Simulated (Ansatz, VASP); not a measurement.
## Two plane-wave programs on AlRu

The input INCAR:

```
SYSTEM = AlRu
PREC = Accurate ; ENCUT = 520
EDIFF = 1E-6 ; ISMEAR = 0
SIGMA = 0.15 ; LREAL = .False.
LASPH = .True. ; NELM = 100
ALGO = Fast ; ISIF = 2
LWAVE = .False. ; LCHARG = .False.
GGA = PS ; NBANDS = 16
```

KPOINTS

```
Automatic mesh
0
Gamma
  20 20 20
  0 0 0
```

Contents of POSCAR:

```
AlRu
1.0
    2.8871155871      0.0000000000      0.0000000000
    0.0000000000      2.8871155871      0.0000000000
    0.0000000000      0.0000000000      3.0657000565
Al Ru
1 1
Direct
    0.0000000000      0.0000000000      0.0000000000
    0.5000000000      0.5000000000      0.5000000000
```

Input for Ansatz:

```yaml
crystal:
  lattice:
    - [2.8871155871, 0.0, 0.0]
    - [0.0, 2.8871155871, 0.0]
    - [0.0, 0.0, 3.0657000565]
  atoms:
    - { symbol: Al, position: [0.0, 0.0, 0.0] }
    - { symbol: Ru, position: [0.5, 0.5, 0.5] }
basis:
  ecutwfc: 420
kpoints:
  mp_grid: { grid: [20, 20, 20] }
hamiltonian:
  xc: pbesol
scf:
  occupations: { method: gaussian, width: 0.15 }
output:
  forces: true
  stress: true
  eigenvalues: true
```

Change from the starting cell: strain -0.030 along x and y, +0.030 along z, atoms carried along.

Alike in both runs: task single point; functional PBEsol; k mesh 20 × 20 × 20; occupations gaussian, width 0.15 eV; no spin polarisation.

|  | VASP | Ansatz |
| --- | --- | --- |
| version | VASP 6.6.1 | Ansatz 0.2.0 |
| potentials or method | VASP PAW PBE potentials, release 64 (Al, Ru_pv), cutoff 520 eV | scalar-relativistic, plane waves, PAW |
| valence electrons in the cell | 17 | 19 |

|  | VASP | Ansatz | Ansatz less VASP |
| --- | --- | --- | --- |
| gap on the k mesh at the Fermi level (eV) | none | none | - |
| pressure (GPa) | 8.0 | 7.8 | -0.18 |
| traceless stress, the component that is largest in VASP (GPa) | -7.53 | -7.50 | +0.030 |

VASP's potentials were made for PBE, not for PBEsol. A gap of «none» marks a metal or a gap that the smearing closes. VASP's potentials hold 17 valence electrons a cell and Ansatz's 19, so a difference there can come from the potentials and not from the codes.
